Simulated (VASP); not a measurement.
The system is NaCl.

```
CELL_PARAMETERS angstrom
0.00000 2.96501 2.96501
2.96501 0.00000 2.96501
2.96501 2.96501 0.00000
ATOMIC_POSITIONS crystal
Na 0.00000 0.00000 0.00000
Cl 0.50000 0.50000 0.50000
```

This cell differs from its parent crystal: strain +5.8%.

Base run:

| Quantity | Value |
| --- | --- |
| Program | VASP 6.6.1 |
| Functional | r2SCAN |
| Potentials or basis | VASP PAW PBE potentials, release 64 (Na_pv, Cl) |
| Cutoff | 520 eV |
| k mesh | 8 × 8 × 8 |
| Occupations | gaussian, width 0.01 eV |
| Spin | no spin polarisation |

Its results: band gap on the k mesh 5.36 eV; pressure -3.2 GPa.

**Question.** The run is repeated on the same cell with these changes: functional from r2SCAN to PBE; occupations from gaussian, width 0.01 eV to fermi-dirac, width 0.02 eV. What comes out?

**Answer.** Band gap on the k mesh 4.58 eV; pressure -2.2 GPa.

Caveats: the cell stands under tension (at least some runs); the PAW data sets were made with another functional, which shifts forces and pressure a little (at least some runs).

A k mesh can miss the band edges.
